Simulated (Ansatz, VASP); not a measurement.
In3GaSb2N2: VASP beside Ansatz

```
In Ga Sb N
1.0
     3.95552   -3.51174    0.00000
     3.95552    3.51174    0.00000
     0.00000    0.00000    6.58106
In Ga Sb N
3 1 2 2
Direct
  0.00000 0.50000 0.58957
  0.50000 0.50000 0.93878
  0.50000 0.00000 0.58957
  0.00000 0.00000 0.91265
  0.23404 0.23404 0.23237
  0.76596 0.76596 0.23237
  0.76450 0.23550 0.75234
  0.23550 0.76450 0.75234
```

Alike in both runs: functional PBE; k mesh 2 × 2 × 2; occupations gaussian, width 0.15 eV; no spin polarisation.

Ansatz relaxed the structure, and its values are those at the end. VASP's run is a single point on that final structure, the one shown.

```csv
,VASP,Ansatz
version,VASP 6.6.1,Ansatz 0.2.0
potentials or method,"VASP PAW PBE potentials, release 64 (In_d, Ga_d, Sb, N), cutoff 520 eV","scalar-relativistic, plane waves, PAW"
valence electrons in the cell,72,92
```

|  | VASP | Ansatz | Ansatz less VASP |
| --- | --- | --- | --- |
| gap on the k mesh at the Fermi level (eV) | none | none | - |
| pressure (GPa) | 0.1 | 0.0 | -0.06 |
| rms of the force components (eV/Å) | 0.013 | 0.013 | -0.0002 |

A gap of «none» marks a metal or a gap that the smearing closes. VASP's potentials hold 72 valence electrons a cell and Ansatz's 92, so a difference there can come from the potentials and not from the codes.

The k mesh is coarse, so the values compare programs but aren't converged. Spin-orbit coupling is off throughout.
